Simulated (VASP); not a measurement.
Set up this calculation in VASP 6.6.1, as the native input.

* Task: relaxation of cell and atoms
* Functional: PBE
* Potentials or basis: VASP PAW PBE potentials, release 64 (Hg)
* Cutoff: 600 eV
* k mesh: 6 × 6 × 6
* Occupations: gaussian, width 0.1 eV
* Spin: no spin polarisation
* Dipole correction: no
* Further INCAR settings: ALGO = Normal; EDIFF = 1e-06; IBRION = 2; EDIFFG = -0.04; NSW = 90; ISIF = 3

The structure of Hg lies in POSCAR:

```
Hg
1.0
    4.8080760400      0.0000000000      0.0000000000
   -2.4040380200      4.1639160000      0.0000000000
    0.0000000000      0.0000000000      3.0309898700
Hg
2
Direct
    0.3333333300      0.6666666700      0.5000000000
    0.6666666700      0.3333333300      0.5000000000
```

The cell was built from a structure type or drawn by symmetry, and may not be a known phase.

These files were run (other wordings do the same):

INCAR

```
PREC = Accurate
ENCUT = 600
EDIFF = 1E-6
ISMEAR = 0
SIGMA = 0.1
LREAL = F
LASPH = T
NELM = 80
ALGO = Normal
ISIF = 3
LWAVE = F
LCHARG = F
GGA = PE
IBRION = 2
NSW = 90
EDIFFG = -0.04
```

KPOINTS

```
Automatic mesh
0
Gamma
  6 6 6
```

Potentials or basis: VASP PAW PBE potentials, release 64 (Hg).

Launch:

```sh
$ cat potpaw_PBE.64/Hg/POTCAR > POTCAR
$ mpirun -np 1 vasp_std > vasp.out
```

Results of the run:

```yaml
Relaxed_volume: 36.58 Å³/atom
Relaxed_cell: a = 5.167 Å, b = 5.167 Å, c = 3.164 Å, α = 90.00°, β = 90.00°, γ = 120.00°
Space_group_after_relaxing_to_0.1_Å: P6/mmm (No. 191)
Energy_gained_by_relaxing: 99.4 meV/atom
Ionic_steps: 3
Pressure_after_relaxing: 0.0 GPa
Band_gap_on_the_k_mesh: zero (bands 12 and 13 overlap by 2.02 eV)
```

Caveat: the volume moved by over 15 % at a fixed basis, so the end points are rough; spin-orbit coupling is left out, which moves the levels of the heavy elements.

Run time: 30 s on 1 thread of AMD EPYC 9R45 96-Core Processor (Zen 5) (shared host), peak memory 0.18 GiB.
